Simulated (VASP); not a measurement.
# Ga (I4/mmm) in VASP: single point with PBEsol

Aim: the single point of Ga with PBEsol.

Everything below comes from runs of VASP 6.6.1. Logs are shortened: lines on timing, memory, paths and dates and some standing lists are left out, and cuts for length are marked.

### Step 1. The cell of the first run

Symmetry: I4/mmm, No. 139, tetragonal system. The conventional cell has a = 2.808 Å, b = 2.808 Å, c = 4.636 Å, α = 90.00°, β = 90.00°, γ = 90.00°. Within 3.7 Å of Ga (site symmetry 4/mmm) lie 12 Ga at 2.81 to 3.05 Å.

### Step 2. Single point, PBEsol (strain +0.0400 x Voigt [0, 0, 1, 0, 0, 0])

The input, INCAR:

```
ALGO = Fast
EDIFF = 1E-6
ENCUT = 520
GGA = PS
ISIF = 2
ISMEAR = 0
LASPH = True
LCHARG = False
LREAL = False
LWAVE = False
NBANDS = 12
NELM = 60
PREC = Accurate
SIGMA = 0.15
```

The input, KPOINTS:

```
k-points
0
Gamma
  24 24 24
```

The input, POSCAR:

```
Ga
1.0
   -1.4040000000      1.4040000000      2.3181600000
    1.4040000000     -1.4040000000      2.3181600000
    1.4040000000      1.4040000000     -2.3181600000
Ga
1
Direct
    0.0000000000      0.0000000000      0.0000000000
```

Potentials or basis: VASP PAW PBE potentials, release 64 (Ga_d).

Started as:

```
$ cat potpaw_PBE.64/Ga_d/POTCAR > POTCAR
$ mpirun -np 1 vasp_std > vasp.out
```

OUTCAR:

```text
EDIFF = 1E-6
   ENCUT = 520
   GGA = PS
   ISIF = 2
   ISMEAR = 0
   LASPH = True
   LREAL = False
   NELM = 60
   PREC = Accurate

 ion  position               nearest neighbor table
   1  0.000  0.000  0.000-

  LATTYP: Found a body centered tetragonal cell.
 ALAT       =     2.8080000000
 C/A-ratio  =     1.6511111111

  Lattice vectors:

 A1 = (  -1.4040000000,   1.4040000000,   2.3181600000)
 A2 = (   1.4040000000,  -1.4040000000,   2.3181600000)
 A3 = (   1.4040000000,   1.4040000000,  -2.3181600000)

Analysis of symmetry for initial positions (statically):
=====================================================================
 Subroutine PRICEL returns:
 Original cell was already a primitive cell.

 Routine SETGRP: Setting up the symmetry group for a
 body centered tetragonal supercell.

 Subroutine GETGRP returns: Found 16 space group operations
 (whereof 16 operations were pure point group operations)
 out of a pool of 16 trial point group operations.

The static configuration has the point symmetry D_4h.

Analysis of symmetry for dynamics (positions and initial velocities):
=====================================================================
 Subroutine PRICEL returns:
 Original cell was already a primitive cell.

 Routine SETGRP: Setting up the symmetry group for a
 body centered tetragonal supercell.

 Subroutine GETGRP returns: Found 16 space group operations
 (whereof 16 operations were pure point group operations)
 out of a pool of 16 trial point group operations.

The dynamic configuration has the point symmetry D_4h.

 Subroutine INISYM returns: Found 16 space group operations
 (whereof 16 operations are pure point group operations),
 and found     1 'primitive' translations

----------------------------------------------------------------------------------------

                                     Primitive cell

  volume of cell :      18.2784

  direct lattice vectors                    reciprocal lattice vectors
    -1.404000000  1.404000000  2.318160000     0.000000000  0.356125356  0.215688305
     1.404000000 -1.404000000  2.318160000     0.356125356  0.000000000  0.215688305
     1.404000000  1.404000000 -2.318160000     0.356125356  0.356125356  0.000000000

  length of vectors
     3.052261094  3.052261094  3.052261094     0.416349269  0.416349269  0.503637309

  position of ions in fractional coordinates (direct lattice)
     0.000000000  0.000000000  0.000000000

[... 83 lines left out ...]
   POTIM  = 0.5000    time-step for ionic-motion
   TEBEG  =    0.0;   TEEND  =   0.0 temperature during run
   PSTRESS=    0.0 pullay stress
   NELECT =      13.0000    total number of electrons
   NUPDOWN=      -1.0000    fix difference up-down
   EMIN   =  10.00;   EMAX   =-10.00  energy-range for DOS
   EFERMI =   0.00;   METHOD = LEGACY
   ISMEAR =     0;   SIGMA  =   0.15  broadening in eV -4-tet -1-fermi 0-gaus
   EFERMI_NEDOS =   21; number of points for ismear=-14 and -15
   IALGO  =     68    algorithm
   IMIX   =      4    mixing-type and parameters
     AMIX     =   0.40;   BMIX     =  1.00
     AMIX_MAG =   1.60;   BMIX_MAG =  1.00
  volume/ion in A,a.u.               =      18.28       123.35
  Fermi-wavevector in a.u.,A,eV,Ry     =   1.461314  2.761482 29.054388  2.135437
  Thomas-Fermi vector in A             =   2.577660
   LORBIT       =      0    0 simple, 1 ext, 2 COOP (PROOUT), +10 PAW based schemes
   GGA     = PS    functional components
   LHFCALC =     F    Hartree Fock is set to
   AEXX    =    0.0000 exact exchange contribution
   IVDW    =     0    specifies the selected vdW correction
   LEPSILON=     F    determine dielectric tensor
   LRPA    =     F    only Hartree local field effects (RPA)
 non-spin polarized calculation
 RMM-DIIS sequential band-by-band and
 Gauss-broadening in eV      SIGMA  =   0.15
  energy-cutoff  :      520.00
  volume of cell :       18.28
 maximum number of plane-waves:       506
   NGX = 11   NGY = 11   NGZ = 11

 number of electron      12.9999995 magnetization

 Free energy of the ion-electron system (eV)
  ---------------------------------------------------
  ext. energy  EPLUGINS =         0.00000000
  ---------------------------------------------------
  free energy    TOTEN  =        -3.33347714 eV

  energy without entropy =       -3.32924539  energy(sigma->0) =       -3.33136127

 E-fermi :   5.6823     XC(G=0): -11.3090

 val. band max:        5.6775129275   @ k =  -0.3750  -0.4167   0.2500
 cond. band min:       5.6877599300   @ k =  -0.0417  -0.3750   0.0417
 fundamental gap:      0.0102470026
 Fermi energy:         5.6823201347

 k-point     1 :       0.0000    0.0000    0.0000
  band No.  band energies     occupation
      1      -9.2911      2.00000
      2      -9.1444      2.00000
      3      -9.1225      2.00000
      4      -9.1225      2.00000
      5      -8.9701      2.00000
      6      -5.6027      2.00000
      7      18.0760      0.00000
      8      18.3074      0.00000
      9      18.3074      0.00000
     10      21.7685      0.00000
     11      22.0573      0.00000
     12      22.6424      0.00000
[... 331 lines left out ...]
 k-point    24 :       0.4583    0.0417    0.0000
  band No.  band energies     occupation
      1      -9.2666      2.00000
      2      -9.2424      2.00000
      3      -9.1092      2.00000
      4      -8.9650      2.00000
      5      -8.9192      2.00000
      6       0.3415      2.00000
      7       2.1893      2.00000
      8      13.4662      0.00000
      9      17.1056      0.00000
     10      17.7952      0.00000
     11      20.5436      0.00000
     12      22.9415      0.00000

 [... further k-points ...]

------------------------ aborting loop because EDIFF is reached ----------------------------------------

  FORCE on cell =-STRESS in cart. coord.  units (eV):
  Direction    XX          YY          ZZ          XY          YZ          ZX
  --------------------------------------------------------------------------------------
  -------------------------------------------------------------------------------------
  Total       -0.1668131     -0.1668131     -0.2240683      0.0000000     -0.0000000      0.0000000
  in kB      -14.6218805    -14.6218805    -19.6405375      0.0000000     -0.0000000      0.0000000
  external PRESSURE =     -16.2947662 kB  Pullay stress =       0.0000000 kB

 VOLUME and BASIS-vectors are now :
 -----------------------------------------------------------------------------
  energy-cutoff  :      520.00
  volume of cell :       18.28
      direct lattice vectors                 reciprocal lattice vectors
    -1.404000000  1.404000000  2.318160000     0.000000000  0.356125356  0.215688305
     1.404000000 -1.404000000  2.318160000     0.356125356  0.000000000  0.215688305
     1.404000000  1.404000000 -2.318160000     0.356125356  0.356125356  0.000000000

 POSITION                                       TOTAL-FORCE (eV/Angst)
 -----------------------------------------------------------------------------------
      0.00000      0.00000      0.00000         0.000000     -0.000000     -0.000000
 -----------------------------------------------------------------------------------
    total drift:                                0.000000      0.000000     -0.000000

  FREE ENERGIE OF THE ION-ELECTRON SYSTEM (eV)
  ---------------------------------------------------
  free  energy   TOTEN  =        -3.3334771447 eV

  energy  without entropy=       -3.3292453910  energy(sigma->0) =       -3.33136127
```

OSZICAR:

```text
N       E                     dE             d eps       ncg     rms          rms(c)
DAV:   1     0.442514092869E+02    0.44251E+02   -0.67028E+03 27468   0.189E+03
DAV:   2    -0.113973479761E+01   -0.45391E+02   -0.43628E+02 26984   0.267E+02
DAV:   3    -0.335915930615E+01   -0.22194E+01   -0.22139E+01 29288   0.466E+01
DAV:   4    -0.337741339736E+01   -0.18254E-01   -0.18252E-01 29272   0.453E+00
DAV:   5    -0.337760878117E+01   -0.19538E-03   -0.19538E-03 30428   0.450E-01    0.971E-01
RMM:   6    -0.334122390820E+01    0.36385E-01   -0.44573E-02 35711   0.303E+00    0.461E-01
RMM:   7    -0.333433211628E+01    0.68918E-02   -0.12765E-02 38420   0.119E+00    0.136E-01
RMM:   8    -0.333346819319E+01    0.86392E-03   -0.13592E-03 38465   0.375E-01    0.113E-02
RMM:   9    -0.333347308977E+01   -0.48966E-05   -0.19154E-04 39369   0.193E-01    0.800E-03
RMM:  10    -0.333347698100E+01   -0.38912E-05   -0.35807E-05 39198   0.719E-02    0.588E-04
RMM:  11    -0.333347714471E+01   -0.16371E-06   -0.31418E-06 23881   0.185E-02
   1 F= -.33334771E+01 E0= -.33313613E+01  d E =-.423175E-02
```

stdout:

```text
POSCAR found type information on POSCAR Ga
 POSCAR found :  1 types and       1 ions
 scaLAPACK will be used
 -----------------------------------------------------------------------------
|                                                                             |
|                                                                             |
|     You enforced a specific xc type in the INCAR file but a different       |
|     I HOPE YOU KNOW WHAT YOU ARE DOING!                                     |
|                                                                             |
 -----------------------------------------------------------------------------

 LDA part: xc-table for (Slater+PW92), standard interpolation
 POSCAR, INCAR and KPOINTS ok, starting setup
 FFT: planning ... GRIDC
 FFT: planning ... GRID_SOFT
 FFT: planning ... GRID
 WAVECAR not read
 entering main loop
WARNING in EDDRMM: call to ZHEGV failed, returncode =   6  3      9
```

It took 5 min on 1 thread of Intel Xeon 8259CL, shared host; peak memory 0.33 GiB.

Results:

| Property | Result |
| --- | --- |
| Free energy | -3.3335 eV |
| Pressure | -1.6 GPa |
| Band gap on the k mesh | zero (an odd number of electrons rules out a gap without spin polarisation) |

Stress tensor (GPa, compression positive):
```
-1.46  0.00  0.00
 0.00 -1.46  0.00
 0.00  0.00 -1.96
```

Caveat: the cell differs from its parent crystal (strain +0.0400 x Voigt [0, 0, 1, 0, 0, 0]); the PAW data sets were made with another functional, which shifts forces and pressure a little.
